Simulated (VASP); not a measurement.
Here is a VASP 6.6.1 calculation.

Contents of INCAR:

```
  PREC = Accurate
  ENCUT = 520
  EDIFF = 1E-6
  ISMEAR = 0
  SIGMA = 0.01
  LREAL = F
  LASPH = T
  NELM = 100
  ALGO = Normal
  ISIF = 2
  LWAVE = F
  LCHARG = F
  GGA = PE
  NBANDS = 55
```

KPOINTS

```
regular mesh
0
Gamma
  4 4 4
```

File POSCAR:

```
Ga2O3
1.0
    2.4922622641      1.4389082890      4.4806364994
   -2.4922622641      1.4389082890      4.4806364994
    0.0000000000     -2.8778165781      4.4806364994
Ga O
4 6
Direct
    0.3554263352      0.3554263352      0.3554263352
    0.1445736648      0.1445736648      0.1445736648
    0.6445736648      0.6445736648      0.6445736648
    0.8554263352      0.8554263352      0.8554263352
    0.5536335029      0.9463664971      0.2500000000
    0.2500000000      0.5536335029      0.9463664971
    0.9463664971      0.2500000000      0.5536335029
    0.4463664971      0.0536335029      0.7500000000
    0.7500000000      0.4463664971      0.0536335029
    0.0536335029      0.7500000000      0.4463664971
```

Potentials or basis: VASP PAW PBE potentials, release 64 (Ga_d, O).

Command:

```sh
$ cat potpaw_PBE.64/Ga_d/POTCAR potpaw_PBE.64/O/POTCAR > POTCAR
$ mpirun -np 1 vasp_std > vasp.out
```

Question: What does it give for the band gap on the k mesh?

Answer: 2.89 eV, indirect (least direct gap 3.10 eV).

Question: Predict the largest force.

Answer: 0.069 eV/Å.

Question: Predict the pressure.

Answer: 10.5 GPa.

Forces on the atoms (eV/Å):
```
Ga   0.000  0.000  0.069
Ga   0.000  0.000 -0.069
Ga   0.000  0.000 -0.069
Ga   0.000  0.000  0.069
O   -0.020  0.000  0.000
O    0.010 -0.018  0.000
O    0.010  0.018  0.000
O    0.020  0.000  0.000
O   -0.010  0.018  0.000
O   -0.010 -0.018  0.000
```

A k mesh can miss the band edges. Expect the measured gap to be larger: semilocal functionals such as PBE lack the derivative discontinuity.
